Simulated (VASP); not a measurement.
A run of VASP 6.6.1 is set up as follows.

Contents of INCAR:

```
SYSTEM = Sn2Te
PREC = Accurate
ENCUT = 600
EDIFF = 1E-7
ISMEAR = 0
SIGMA = 0.1
LREAL = .False.
LASPH = .True.
NELM = 60
ALGO = Fast
ISIF = 3
LWAVE = .False.
LCHARG = .False.
GGA = PE
IBRION = 2
NSW = 100
EDIFFG = -0.01
```

File KPOINTS:

```
Automatic mesh
0
Gamma
  6 6 4
  0 0 0
```

File POSCAR:

```
Sn2Te
1.0
    5.3124807598      0.0000000000      0.0000000000
   -2.6562403799      4.6007432951      0.0000000000
    0.0000000000      0.0000000000      9.0260099198
Sn Te
4 2
Direct
    0.6666666667      0.3333333333      0.5116458404
    0.3333333333      0.6666666667      0.4883541596
    0.0000000000      0.0000000000      0.1706928700
    0.0000000000      0.0000000000      0.8293071300
    0.6666666667      0.3333333333      0.8326299786
    0.3333333333      0.6666666667      0.1673700214
```

Potentials or basis: VASP PAW PBE potentials, release 64 (Sn_d, Te).

Run with:

```console
$ cat potpaw_PBE.64/Sn_d/POTCAR potpaw_PBE.64/Te/POTCAR > POTCAR
$ mpirun -np 1 vasp_std > vasp.out
```

(1) Estimate the band gap on the k mesh.

(2) What does it give for the space group after relaxing (to 0.1 Å)?

## Answers

(1) zero (bands 34 and 35 overlap by 0.28 eV).

(2) P-3m1 (No. 164).

Caveat: semilocal functionals underestimate gaps, and a narrow one can read as zero; spin-orbit coupling is left out, which moves the levels of the heavy elements.
